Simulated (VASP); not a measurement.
Here is a VASP 6.6.1 calculation.

The input INCAR:

```
SYSTEM = Pb
  PREC = Accurate
  ENCUT = 520
  EDIFF = 1E-6
  ISMEAR = -1
  SIGMA = 0.05
  LREAL = .FALSE.
  LASPH = .TRUE.
  NELM = 100
  ALGO = Fast
  ISIF = 2
  LWAVE = .FALSE.
  LCHARG = .TRUE.
  GGA = PE
  LELF = .TRUE.
  LVHAR = .TRUE.
  NBANDS = 21
```

KPOINTS

```
Automatic mesh
0
G
  7 7 7
  0 0 0
```

POSCAR

```
Pb
1.0
    0.0000000000      3.4390000555      3.4390000555
    3.4390000555      0.0000000000      3.4390000555
    3.4390000555      3.4390000555      0.0000000000
Pb
2
Direct
    0.2423290000      0.2487010000      0.2487110000
    0.0096820000     -0.0173760000      0.0178080000
```

Potentials or basis: VASP PAW PBE potentials, release 64 (Pb_d).

Command:

```console
$ cat potpaw_PBE.64/Pb_d/POTCAR > POTCAR
$ mpirun -np 1 vasp_std > vasp.out
```

**Question.** What does it give for the pressure?

**Answer.** 2.5 GPa.

**Question.** What does it give for the largest force?

**Answer.** 0.647 eV/Å.

**Question.** Predict the band gap on the k mesh.

**Answer.** Zero (bands 14 and 15 overlap by 0.96 eV).

Forces in eV/Å, atoms in the order of the input:
```
Pb   0.062  0.643  0.039
Pb  -0.062 -0.643 -0.039
```

Caveat: the cell differs from its parent crystal (atoms moved at random); spin-orbit coupling is left out, which moves the levels of the heavy elements.
